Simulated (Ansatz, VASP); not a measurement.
# One calculation of ZnS, two programs

```
Zn S
1.0
     3.78191    0.00000    0.00000
    -1.89096    3.27523    0.00000
     0.00000    0.00000    6.20709
Zn S
2 2
Direct
  0.33333 0.66667 0.00037
  0.66667 0.33333 0.50037
  0.33333 0.66667 0.37463
  0.66667 0.33333 0.87463
```

Alike in both runs: task single point; functional PBEsol; k mesh 12 × 12 × 6; occupations gaussian, width 0.02 eV; no spin polarisation.

```csv
,VASP,Ansatz
version,VASP 6.6.1,Ansatz 0.2.0
potentials or method,"VASP PAW PBE potentials, release 64 (Zn, S), cutoff 520 eV","scalar-relativistic, plane waves, PAW"
valence electrons in the cell,36,36
```

|  | VASP | Ansatz | Ansatz less VASP |
| --- | --- | --- | --- |
| gap on the k mesh at the Fermi level (eV) | 2.16 | 2.16 | -0.007 |
| least direct gap on the mesh (eV) | 2.16 | 2.16 | -0.007 |
| pressure (GPa) | 0.2 | 0.0 | -0.20 |

VASP's potentials were made for PBE, not for PBEsol.
